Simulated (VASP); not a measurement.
# Eu (Im-3m) in VASP: single point with PBE

Aim: the single point of Eu with PBE.

Everything below comes from runs of VASP 6.6.1. Logs are shortened: lines on timing, memory, paths and dates and some standing lists are left out, and cuts for length are marked.

## 1. The cell of the first run

Symmetry: Im-3m, No. 229, cubic system. The conventional cell has a = 4.551 Å, b = 4.551 Å, c = 4.551 Å, α = 90.00°, β = 90.00°, γ = 90.00°. Eu (site symmetry m-3m) has 14 Eu at 3.94 to 4.55 Å within 5.2 Å.

## 2. Single point, PBE, collinear spin, ferromagnetic start

INCAR reads:

```
SYSTEM = Eu
PREC = Accurate
ENCUT = 520
EDIFF = 1E-6
ISMEAR = -1
SIGMA = 0.05
LREAL = .FALSE.
LASPH = .TRUE.
NELM = 150
ALGO = Normal
ISIF = 2
LWAVE = .FALSE.
LCHARG = .FALSE.
ISPIN = 2
MAGMOM = 7
LORBIT = 11
LMAXMIX = 6
GGA = PE
NBANDS = 18
```

KPOINTS reads:

```
regular mesh
0
G
  13 13 13
  0 0 0
```

POSCAR reads:

```
Eu
1.0
   -2.2755000000      2.2755000000      2.2755000000
    2.2755000000     -2.2755000000      2.2755000000
    2.2755000000      2.2755000000     -2.2755000000
Eu
1
Direct
    0.0000000000      0.0000000000      0.0000000000
```

Potentials or basis: VASP PAW PBE potentials, release 64 (Eu).

Started as:

```sh
cat potpaw_PBE.64/Eu/POTCAR > POTCAR
mpirun -np 1 vasp_std > vasp.out
```

OUTCAR:

```text
SYSTEM = Eu
   PREC = Accurate
   ENCUT = 520
   EDIFF = 1E-6
   ISMEAR = -1
   LREAL = .FALSE.
   LASPH = .TRUE.
   NELM = 150
   ISIF = 2
   ISPIN = 2
   LORBIT = 11
   GGA = PE

 ion  position               nearest neighbor table
   1  0.000  0.000  0.000-

  LATTYP: Found a body centered cubic cell.
 ALAT       =     4.5510000000

  Lattice vectors:

 A1 = (  -2.2755000000,   2.2755000000,   2.2755000000)
 A2 = (   2.2755000000,  -2.2755000000,   2.2755000000)
 A3 = (   2.2755000000,   2.2755000000,  -2.2755000000)

Analysis of symmetry for initial positions (statically):
=====================================================================
 Subroutine PRICEL returns:
 Original cell was already a primitive cell.

 Routine SETGRP: Setting up the symmetry group for a
 body centered cubic supercell.

 Subroutine GETGRP returns: Found 48 space group operations
 (whereof 48 operations were pure point group operations)
 out of a pool of 48 trial point group operations.

The static configuration has the point symmetry O_h .

Analysis of symmetry for dynamics (positions and initial velocities):
=====================================================================
 Subroutine PRICEL returns:
 Original cell was already a primitive cell.

 Routine SETGRP: Setting up the symmetry group for a
 body centered cubic supercell.

 Subroutine GETGRP returns: Found 48 space group operations
 (whereof 48 operations were pure point group operations)
 out of a pool of 48 trial point group operations.

The dynamic configuration has the point symmetry O_h .

Analysis of structural, dynamic, and magnetic symmetry:
=====================================================================
 Subroutine PRICEL returns:
 Original cell was already a primitive cell.

 Routine SETGRP: Setting up the symmetry group for a
 body centered cubic supercell.

 Subroutine GETGRP returns: Found 48 space group operations
 (whereof 48 operations were pure point group operations)
 out of a pool of 48 trial point group operations.

The overall configuration has the point symmetry O_h .

 Subroutine INISYM returns: Found 48 space group operations
 (whereof 48 operations are pure point group operations),
 and found     1 'primitive' translations

----------------------------------------------------------------------------------------

                                     Primitive cell

  volume of cell :      47.1292

  direct lattice vectors                    reciprocal lattice vectors
    -2.275500000  2.275500000  2.275500000     0.000000000  0.219731927  0.219731927
[... 101 lines left out ...]
   IALGO  =     38    algorithm
   IMIX   =      4    mixing-type and parameters
     AMIX     =   0.40;   BMIX     =  1.00
     AMIX_MAG =   1.60;   BMIX_MAG =  1.00
  volume/ion in A,a.u.               =      47.13       318.04
  Fermi-wavevector in a.u.,A,eV,Ry     =   1.165362  2.202215 18.477655  1.358069
  Thomas-Fermi vector in A             =   2.301889
   LORBIT       =     11    0 simple, 1 ext, 2 COOP (PROOUT), +10 PAW based schemes
   GGA     = PE    functional components
   LHFCALC =     F    Hartree Fock is set to
   AEXX    =    0.0000 exact exchange contribution
   IVDW    =     0    specifies the selected vdW correction
   LEPSILON=     F    determine dielectric tensor
   LRPA    =     F    only Hartree local field effects (RPA)
 spin polarized calculation
  energy-cutoff  :      520.00
  volume of cell :       47.13
 maximum number of plane-waves:      1284
 NGX is ok and might be reduce to    30
   NGX = 15   NGY = 15   NGZ = 15

 number of electron      17.0000004 magnetization       7.3467591

 Free energy of the ion-electron system (eV)
  ---------------------------------------------------
  ext. energy  EPLUGINS =         0.00000000
  ---------------------------------------------------
  free energy    TOTEN  =       -11.41780230 eV

  energy without entropy =      -11.40405876  energy(sigma->0) =      -11.41093053

 E-fermi :   1.7179     XC(G=0):  -8.3809

 val. band max:        1.7121139411   @ k =  -0.3846  -0.3846   0.0769
 cond. band min:       1.7224239560   @ k =  -0.4615   0.4615   0.3846
 fundamental gap:      0.0103100149
 Fermi energy:         1.7179042790

 spin component 1

 k-point     1 :       0.0000    0.0000    0.0000
  band No.  band energies     occupation
      1     -40.0310      1.00000
      2     -18.6619      1.00000
      3     -18.6619      1.00000
      4     -18.6619      1.00000
      5      -2.5120      1.00000
      6       1.1971      0.99997
[... 493 lines left out ...]
     17       5.6661      0.00000
     18       9.3888      0.00000

 [... further k-points ...]

 spin component 2

 k-point     1 :       0.0000    0.0000    0.0000
  band No.  band energies     occupation
      1     -36.8862      1.00000
      2     -16.3280      1.00000
      3     -16.3280      1.00000
      4     -16.3280      1.00000
      5      -1.7749      1.00000
      6       4.3864      0.00000
[... 493 lines left out ...]
     17       7.0645      0.00000
     18      10.5592      0.00000

 [... further k-points ...]

------------------------ aborting loop because EDIFF is reached ----------------------------------------

  FORCE on cell =-STRESS in cart. coord.  units (eV):
  Direction    XX          YY          ZZ          XY          YZ          ZX
  --------------------------------------------------------------------------------------
  -------------------------------------------------------------------------------------
  Total       -0.4270172     -0.4270172     -0.4270172      0.0000000      0.0000000     -0.0000000
  in kB      -14.5166175    -14.5166175    -14.5166175      0.0000000      0.0000000     -0.0000000
  external PRESSURE =     -14.5166175 kB  Pullay stress =       0.0000000 kB

 VOLUME and BASIS-vectors are now :
 -----------------------------------------------------------------------------
  energy-cutoff  :      520.00
  volume of cell :       47.13
      direct lattice vectors                 reciprocal lattice vectors
    -2.275500000  2.275500000  2.275500000     0.000000000  0.219731927  0.219731927
     2.275500000 -2.275500000  2.275500000     0.219731927  0.000000000  0.219731927
     2.275500000  2.275500000 -2.275500000     0.219731927  0.219731927  0.000000000

 POSITION                                       TOTAL-FORCE (eV/Angst)
 -----------------------------------------------------------------------------------
      0.00000      0.00000      0.00000        -0.000000      0.000000     -0.000000
 -----------------------------------------------------------------------------------
    total drift:                               -0.000000     -0.000000      0.000000

  FREE ENERGIE OF THE ION-ELECTRON SYSTEM (eV)
  ---------------------------------------------------
  free  energy   TOTEN  =       -11.4178022983 eV

  energy  without entropy=      -11.4040587622  energy(sigma->0) =      -11.41093053

 total charge

# of ion       s       p       d       f       tot
--------------------------------------------------
    1        2.080   5.718   0.247   6.676  14.720

 magnetization (x)

# of ion       s       p       d       f       tot
--------------------------------------------------
    1       -0.005  -0.097   0.124   6.674   6.697
```

stdout:

```text
POSCAR found type information on POSCAR Eu
 POSCAR found :  1 types and       1 ions
 scaLAPACK will be used
 LDA part: xc-table for (Slater+PW92), standard interpolation
 POSCAR, INCAR and KPOINTS ok, starting setup
 FFT: planning ... GRIDC
 FFT: planning ... GRID_SOFT
 FFT: planning ... GRID
 WAVECAR not read
 entering main loop
```

It took 2.7 min on 1 thread of AMD EPYC 7R13 (Zen 3), shared host; peak memory 0.25 GiB.

What came out:

- Free energy: -11.4178 eV
- Pressure: -1.5 GPa
- Net moment: 7.35 μB per cell
- Site moments: Eu +6.70 μB
- Valence electrons inside the program's atomic spheres: Eu 14.72

Caveat: spin-orbit coupling is left out, which moves the levels of the heavy elements; semilocal functionals describe open f shells poorly, which spoils levels, moments and volumes. The state reached can hang on the start; a lower one may exist.
